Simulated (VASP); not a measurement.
Here is a VASP 6.6.1 calculation.

The input INCAR:

```
SYSTEM = BeHF3
ALGO = Normal
EDIFF = 1E-7
ENCUT = 520
GGA = PE
ISIF = 2
ISMEAR = 0
LASPH = .True.
LCHARG = .True.
LELF = .True.
LREAL = .False.
LVHAR = .True.
LWAVE = .False.
NBANDS = 20
NELM = 80
PREC = Accurate
SIGMA = 0.1
```

KPOINTS

```
k-points
0
Gamma
  4 4 4
  0 0 0
```

POSCAR

```
BeHF3
1.0
    3.4488399606      0.0000000000      0.0000000000
    0.0000000000      3.4488399606      0.0000000000
    0.0000000000      0.0000000000      3.4488399606
Be H F
1 1 3
Direct
    0.5000000000      0.5000000000      0.5000000000
    0.0000000000      0.0000000000      0.0000000000
    0.0000000000      0.5000000000      0.5000000000
    0.5000000000      0.0000000000      0.5000000000
    0.5000000000      0.5000000000      0.0000000000
```

Potentials or basis: VASP PAW PBE potentials, release 64 (Be, H, F).

Run with:

```bash
$ cat potpaw_PBE.64/Be/POTCAR potpaw_PBE.64/H/POTCAR potpaw_PBE.64/F/POTCAR > POTCAR
$ mpirun -np 1 vasp_std > vasp.out
```

Q: Predict the pressure.

A: -0.2 GPa.

Q: Estimate the band gap on the k mesh.

A: Zero (bands 12 and 13 overlap by 0.41 eV).

Caveat: the k points lie up to 0.46 Å⁻¹ apart.
